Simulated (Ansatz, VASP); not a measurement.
## P in VASP and in Ansatz

```xyz
2
Lattice="-1.5918 2.3669 2.0992 1.5918 -2.3669 2.0992 1.5918 2.3669 -2.0992" Properties=species:S:1:pos:R:3 pbc="T T T"
P     0.0000    3.5503    0.2238
P     1.5918   -1.1834    1.8754
```

Alike in both runs: task single point; functional LDA; k mesh 20 × 20 × 20; occupations gaussian, width 0.15 eV; no spin polarisation.

|  | VASP | Ansatz |
| --- | --- | --- |
| version | VASP 6.6.1 | Ansatz 0.2.0 |
| potentials or method | VASP PAW LDA potentials, release 64 (P), cutoff 520 eV | scalar-relativistic, plane waves, PAW |
| valence electrons in the cell | 10 | 10 |

Ansatz gave:

* gap on the k mesh at the Fermi level (eV): none
* pressure (GPa): -0.8
* traceless stress, the component that is largest in VASP (GPa): -10.99
* rms of the force components (eV/Å): 0.345

Problem. Estimate VASP's values.

Solution. gap on the k mesh at the Fermi level (eV): none; pressure (GPa): -0.9; traceless stress, the component that is largest in VASP (GPa): -11.12; rms of the force components (eV/Å): 0.363.

LDA's correlation is that of Perdew and Zunger in VASP and of Perdew and Wang (1992) in Ansatz. Atom by atom the forces differ by 0.018 eV/Å (rms over components). A gap of «none» marks a metal or a gap that the smearing closes.
